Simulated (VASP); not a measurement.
# InAs (fl.b) (F-43m) in VASP: single point with LDA

Aim: the single point of InAs (fl.b) with LDA.

Everything below comes from runs of VASP 6.6.1. Logs are shortened: lines on timing, memory, paths and dates and some standing lists are left out, and cuts for length are marked.

## 1. The cell of the first run

The structure is cubic, space group F-43m (No. 216). Conventional cell: a = 6.026 Å, b = 6.026 Å, c = 6.026 Å, α = 90.00°, β = 90.00°, γ = 90.00°. Within 3.4 Å of In (site symmetry -43m) lie 4 As at 2.61 Å. Within 3.4 Å of As (site symmetry -43m) lie 4 In at 2.61 Å.

## 2. Single point, LDA

INCAR

```
  ALGO = Normal
  EDIFF = 1E-6
  ENCUT = 500
  GGA = CA
  GGA_COMPAT = F
  ISIF = 2
  ISMEAR = 0
  LASPH = T
  LCHARG = F
  LREAL = F
  LWAVE = F
  NBANDS = 16
  NELM = 120
  PREC = Accurate
  SIGMA = 0.1
```

KPOINTS

```
k-points
0
Gamma
  12 12 12
```

POSCAR

```
InAs
1.0
    0.0000000000      3.0129536338      3.0129536338
    3.0129536338      0.0000000000      3.0129536338
    3.0129536338      3.0129536338      0.0000000000
In As
1 1
Direct
    0.0000000000      0.0000000000      0.0000000000
    0.2500000000      0.2500000000      0.2500000000
```

Potentials or basis: VASP PAW LDA potentials, release 64 (In_d, As).

The run is started by

```bash
> cat potpaw_LDA.64/In_d/POTCAR potpaw_LDA.64/As/POTCAR > POTCAR
> mpirun -np 1 vasp_std > vasp.out
```

OUTCAR:

```text
EDIFF = 1E-6
   ENCUT = 500
   GGA = CA
   ISIF = 2
   ISMEAR = 0
   LASPH = T
   LREAL = F
   NELM = 120
   PREC = Accurate

 ion  position               nearest neighbor table
   1  0.000  0.000  0.000-   2 2.61   2 2.61   2 2.61   2 2.61
   2  0.250  0.250  0.250-   1 2.61   1 2.61   1 2.61   1 2.61

  LATTYP: Found a face centered cubic cell.
 ALAT       =     6.0259072676

  Lattice vectors:

 A1 = (   0.0000000000,   3.0129536338,   3.0129536338)
 A2 = (   3.0129536338,   0.0000000000,   3.0129536338)
 A3 = (   3.0129536338,   3.0129536338,   0.0000000000)

Analysis of symmetry for initial positions (statically):
=====================================================================
 Subroutine PRICEL returns:
 Original cell was already a primitive cell.

 Routine SETGRP: Setting up the symmetry group for a
 face centered cubic supercell.

 Subroutine GETGRP returns: Found 24 space group operations
 (whereof 24 operations were pure point group operations)
 out of a pool of 48 trial point group operations.

The static configuration has the point symmetry T_d .

Analysis of symmetry for dynamics (positions and initial velocities):
=====================================================================
 Subroutine PRICEL returns:
 Original cell was already a primitive cell.

 Routine SETGRP: Setting up the symmetry group for a
 face centered cubic supercell.

 Subroutine GETGRP returns: Found 24 space group operations
 (whereof 24 operations were pure point group operations)
 out of a pool of 48 trial point group operations.

The dynamic configuration has the point symmetry T_d .

 Subroutine INISYM returns: Found 24 space group operations
 (whereof 24 operations are pure point group operations),
 and found     1 'primitive' translations

----------------------------------------------------------------------------------------

                                     Primitive cell

  volume of cell :      54.7025

  direct lattice vectors                    reciprocal lattice vectors
     0.000000000  3.012953634  3.012953634    -0.165950114  0.165950114  0.165950114
     3.012953634  0.000000000  3.012953634     0.165950114 -0.165950114  0.165950114
     3.012953634  3.012953634  0.000000000     0.165950114  0.165950114 -0.165950114

  length of vectors
     4.260959892  4.260959892  4.260959892     0.287434030  0.287434030  0.287434030

  position of ions in fractional coordinates (direct lattice)
     0.000000000  0.000000000  0.000000000
     0.250000000  0.250000000  0.250000000

  ion indices of the primitive-cell ions
   primitive index   ion index
                 1           1
                 2           2

----------------------------------------------------------------------------------------

 KPOINTS: k-points

Automatic generation of k-mesh.
 Grid dimensions read from file:
 generate k-points for:   12   12   12

 Generating k-lattice:

  Cartesian coordinates                     Fractional coordinates (reciprocal lattice)
    -0.013829176  0.013829176  0.013829176     0.083333333  0.000000000  0.000000000
     0.013829176 -0.013829176  0.013829176     0.000000000  0.083333333  0.000000000
     0.013829176  0.013829176 -0.013829176     0.000000000  0.000000000  0.083333333

  Length of vectors
     0.023952836  0.023952836  0.023952836

  Shift w.r.t. Gamma in fractional coordinates (k-lattice)
     0.000000000  0.000000000  0.000000000

 Subroutine IBZKPT returns following result:
 ===========================================

 Found     72 irreducible k-points:

 Following reciprocal coordinates:
            Coordinates               Weight
  0.000000  0.000000  0.000000      1.000000
  0.083333  0.000000  0.000000      8.000000
  0.166667  0.000000  0.000000      8.000000
  0.250000  0.000000  0.000000      8.000000
  0.333333  0.000000  0.000000      8.000000
  0.416667  0.000000  0.000000      8.000000
[... 16 lines left out ...]
  0.500000  0.166667  0.000000     24.000000
 -0.416667  0.166667  0.000000     24.000000
 [... further k-points ...]
   k-points           NKPTS =     72   k-points in BZ     NKDIM =     72   number of bands    NBANDS=     16
   number of dos      NEDOS =    301   number of ions     NIONS =      2
   total plane-waves  NPLWV =  32768
   dimension x,y,z NGX =    32 NGY =   32 NGZ =   32
   dimension x,y,z NGXF=    64 NGYF=   64 NGZF=   64
   ions per type =               1   1
   NGX,Y,Z   is equivalent  to a cutoff of  12.49, 12.49, 12.49 a.u.
   NGXF,Y,Z  is equivalent  to a cutoff of  24.97, 24.97, 24.97 a.u.
 SYSTEM =  unknown system
   PREC   = accura    normal or accurate (medium, high low for compatibility)
   ISTART =      0    job   : 0-new  1-cont  2-samecut
   ICHARG =      2    charge: 1-file 2-atom 10-const
   ISPIN  =      1    spin polarized calculation?
   LNONCOLLINEAR =      F non collinear calculations
   LSORBIT =      F    spin-orbit coupling
   LASPH  =      T    aspherical Exc in radial PAW
   ENCUT  =  500.0 eV  36.75 Ry    6.06 a.u.   7.77  7.77  7.77*2*pi/ulx,y,z
   NELM   =    120;   NELMIN=  2; NELMDL= -5     # of ELM steps
   EDIFF  = 0.1E-05   stopping-criterion for ELM
   LREAL  =      F    real-space projection
   EDIFFG = 0.1E-04   stopping-criterion for IOM
   NSW    =      0    number of steps for IOM
   IBRION =     -1    ionic relax: 0-MD 1-quasi-New 2-CG
   NFREE  =      0    steps in history (QN), initial steepest desc. (CG)
   ISIF   =      2    stress and relaxation
   ISYM   =      2    0-nonsym 1-usesym 2-fastsym
   POTIM  = 0.5000    time-step for ionic-motion
   TEBEG  =    0.0;   TEEND  =   0.0 temperature during run
   PSTRESS=    0.0 pullay stress
   NELECT =      18.0000    total number of electrons
   NUPDOWN=      -1.0000    fix difference up-down
   EMIN   =  10.00;   EMAX   =-10.00  energy-range for DOS
   EFERMI =   0.00;   METHOD = LEGACY
   ISMEAR =     0;   SIGMA  =   0.10  broadening in eV -4-tet -1-fermi 0-gaus
   EFERMI_NEDOS =   21; number of points for ismear=-14 and -15
   IALGO  =     38    algorithm
   IMIX   =      4    mixing-type and parameters
     AMIX     =   0.40;   BMIX     =  1.00
     AMIX_MAG =   1.60;   BMIX_MAG =  1.00
  volume/ion in A,a.u.               =      27.35       184.58
  Fermi-wavevector in a.u.,A,eV,Ry     =   1.130221  2.135807 17.380063  1.277399
  Thomas-Fermi vector in A             =   2.266916
   LORBIT       =      0    0 simple, 1 ext, 2 COOP (PROOUT), +10 PAW based schemes
   GGA     = CA    functional components
   LHFCALC =     F    Hartree Fock is set to
   AEXX    =    0.0000 exact exchange contribution
   IVDW    =     0    specifies the selected vdW correction
   LEPSILON=     F    determine dielectric tensor
   LRPA    =     F    only Hartree local field effects (RPA)
 non-spin polarized calculation
 Gauss-broadening in eV      SIGMA  =   0.10
  energy-cutoff  :      500.00
  volume of cell :       54.70
 maximum number of plane-waves:      1411
   NGX = 15   NGY = 15   NGZ = 15

 number of electron      17.9999992 magnetization

 Free energy of the ion-electron system (eV)
  ---------------------------------------------------
  ext. energy  EPLUGINS =         0.00000000
  ---------------------------------------------------
  free energy    TOTEN  =        -9.02983925 eV

  energy without entropy =       -9.02969014  energy(sigma->0) =       -9.02976470

 E-fermi :   4.5028     XC(G=0):  -9.4573

 val. band max:        4.4452403581   @ k =   0.0000   0.0000   0.0000
 cond. band min:       5.1885794574   @ k =   0.0833   0.0000   0.0000
 fundamental gap:      0.7433390993
 Fermi energy:         4.5027952862

 k-point     1 :       0.0000    0.0000    0.0000
  band No.  band energies     occupation
      1      -9.9334      2.00000
      2      -9.9334      2.00000
      3      -9.9334      2.00000
      4      -9.8003      2.00000
      5      -9.8003      2.00000
      6      -7.5375      2.00000
[... 8 lines left out ...]
     15      14.1908      0.00000
     16      14.1908      0.00000

 k-point     2 :       0.0833    0.0000    0.0000
  band No.  band energies     occupation
      1      -9.9436      2.00000
      2      -9.9305      2.00000
      3      -9.9305      2.00000
      4      -9.8004      2.00000
      5      -9.8004      2.00000
      6      -7.4629      2.00000
[... 8 lines left out ...]
     15      13.5499      0.00000
     16      13.5499      0.00000

 k-point     3 :       0.1667    0.0000    0.0000
  band No.  band energies     occupation
      1      -9.9704      2.00000
      2      -9.9230      2.00000
      3      -9.9230      2.00000
      4      -9.8004      2.00000
      5      -9.8004      2.00000
      6      -7.2474      2.00000
[... 8 lines left out ...]
     15      13.0295      0.00000
     16      13.0295      0.00000

 k-point     4 :       0.2500    0.0000    0.0000
  band No.  band energies     occupation
      1     -10.0048      2.00000
      2      -9.9139      2.00000
      3      -9.9139      2.00000
      4      -9.7991      2.00000
      5      -9.7991      2.00000
      6      -6.9173      2.00000
[... 8 lines left out ...]
     15      12.9904      0.00000
     16      12.9904      0.00000

 k-point     5 :       0.3333    0.0000    0.0000
  band No.  band energies     occupation
      1     -10.0370      2.00000
      2      -9.9062      2.00000
      3      -9.9062      2.00000
      4      -9.7964      2.00000
      5      -9.7964      2.00000
      6      -6.5253      2.00000
[... 8 lines left out ...]
     15      13.5079      0.00000
     16      13.5079      0.00000

 k-point     6 :       0.4167    0.0000    0.0000
  band No.  band energies     occupation
      1     -10.0594      2.00000
      2      -9.9016      2.00000
      3      -9.9016      2.00000
      4      -9.7933      2.00000
      5      -9.7933      2.00000
      6      -6.1734      2.00000
[... 8 lines left out ...]
     15      14.4348      0.00000
     16      14.4348      0.00000
[... 267 lines left out ...]
 k-point    21 :       0.3333    0.1667    0.0000
  band No.  band energies     occupation
      1     -10.0443      2.00000
      2      -9.8977      2.00000
      3      -9.8934      2.00000
      4      -9.8133      2.00000
      5      -9.7894      2.00000
      6      -6.5673      2.00000
[... 8 lines left out ...]
     15      14.4117      0.00000
     16      14.5984      0.00000

 k-point    22 :       0.4167    0.1667    0.0000
  band No.  band energies     occupation
      1     -10.0650      2.00000
      2      -9.8942      2.00000
      3      -9.8876      2.00000
      4      -9.8105      2.00000
      5      -9.7882      2.00000
      6      -6.1966      2.00000
[... 8 lines left out ...]
     15      14.4828      0.00000
     16      15.2365      0.00000

 k-point    23 :       0.5000    0.1667    0.0000
  band No.  band energies     occupation
      1     -10.0765      2.00000
      2      -9.8931      2.00000
      3      -9.8857      2.00000
      4      -9.8052      2.00000
      5      -9.7896      2.00000
      6      -5.9146      2.00000
[... 8 lines left out ...]
     15      14.7782      0.00000
     16      15.3035      0.00000

 k-point    24 :      -0.4167    0.1667    0.0000
  band No.  band energies     occupation
      1     -10.0763      2.00000
      2      -9.8936      2.00000
      3      -9.8872      2.00000
      4      -9.7999      2.00000
      5      -9.7940      2.00000
      6      -5.8700      2.00000
[... 8 lines left out ...]
     15      14.1245      0.00000
     16      14.4990      0.00000

 [... further k-points ...]
[... 5 lines left out ...]
  --------------------------------------------------------------------------------------
  -------------------------------------------------------------------------------------
  Total        0.0505324      0.0505324      0.0505324     -0.0000000      0.0000000      0.0000000
  in kB        1.4800401      1.4800401      1.4800401     -0.0000000      0.0000000      0.0000000
  external PRESSURE =       1.4800401 kB  Pullay stress =       0.0000000 kB

 VOLUME and BASIS-vectors are now :
 -----------------------------------------------------------------------------
  energy-cutoff  :      500.00
  volume of cell :       54.70
      direct lattice vectors                 reciprocal lattice vectors
     0.000000000  3.012953634  3.012953634    -0.165950114  0.165950114  0.165950114
     3.012953634  0.000000000  3.012953634     0.165950114 -0.165950114  0.165950114
     3.012953634  3.012953634  0.000000000     0.165950114  0.165950114 -0.165950114

 POSITION                                       TOTAL-FORCE (eV/Angst)
 -----------------------------------------------------------------------------------
      0.00000      0.00000      0.00000         0.000000      0.000000      0.000000
      1.50648      1.50648      1.50648        -0.000000     -0.000000     -0.000000
 -----------------------------------------------------------------------------------
    total drift:                               -0.000000     -0.000000     -0.000000

  FREE ENERGIE OF THE ION-ELECTRON SYSTEM (eV)
  ---------------------------------------------------
  free  energy   TOTEN  =        -9.0298392533 eV

  energy  without entropy=       -9.0296901444  energy(sigma->0) =       -9.02976470
```

Wall time 24 s (1 thread of Intel Xeon 6975P-C (Granite Rapids), shared host); peak memory 0.19 GiB.

What came out:

```
Free energy            : -9.0298 eV
Pressure               : 0.1 GPa
Band gap on the k mesh : zero (filled and empty bands touch)
```

Levels at points of the mesh, in eV from the Fermi level:
```
           k point  band 7  band 8  band 9  band 10  band 11  band 12
(0.00, 0.00, 0.00)   -0.40   -0.06   -0.06    -0.06     3.77     3.77
(0.50, 0.00, 0.00)   -5.95   -1.07   -1.07     0.77     4.56     4.56
(0.50, 0.50, 0.00)   -6.02   -2.44   -2.44     1.35     1.90     9.01
```

Caveat: spin-orbit coupling is left out, which moves the levels of the heavy elements.
